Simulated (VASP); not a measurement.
A run of VASP 6.6.1:

INCAR

```
PREC = Accurate
ENCUT = 520
EDIFF = 1E-7
ISMEAR = 0
SIGMA = 0.15
LREAL = False
LASPH = True
NELM = 60
ALGO = Fast
ISIF = 2
LWAVE = False
LCHARG = True
GGA = PE
LELF = True
LVHAR = True
NBANDS = 18
```

The input KPOINTS:

```
Automatic mesh
0
Gamma
  18 18 10
```

POSCAR

```
Y
1.0
    3.3457238853      0.0000000000      0.0000000000
   -1.6728619426      2.8974818787      0.0000000000
    0.0000000000      0.0000000000      6.8459489850
Y
2
Direct
    0.3333333333      0.6666666667      0.2500000000
    0.6666666667      0.3333333333      0.7500000000
```

Potentials or basis: VASP PAW PBE potentials, release 64 (Y_sv).

Launch:

```sh
$ cat potpaw_PBE.64/Y_sv/POTCAR > POTCAR
$ mpirun -np 1 vasp_std > vasp.out
```

Hardware: 1 thread of Oxide Virtual Turin-like Processor (shared host).

Question: How long does it take, and how much memory?

Answer: Wall time 10 min on 1 thread of Oxide Virtual Turin-like Processor, on a shared host, peak memory 0.36 GiB. Counts: scf iterations 21, k points 222.
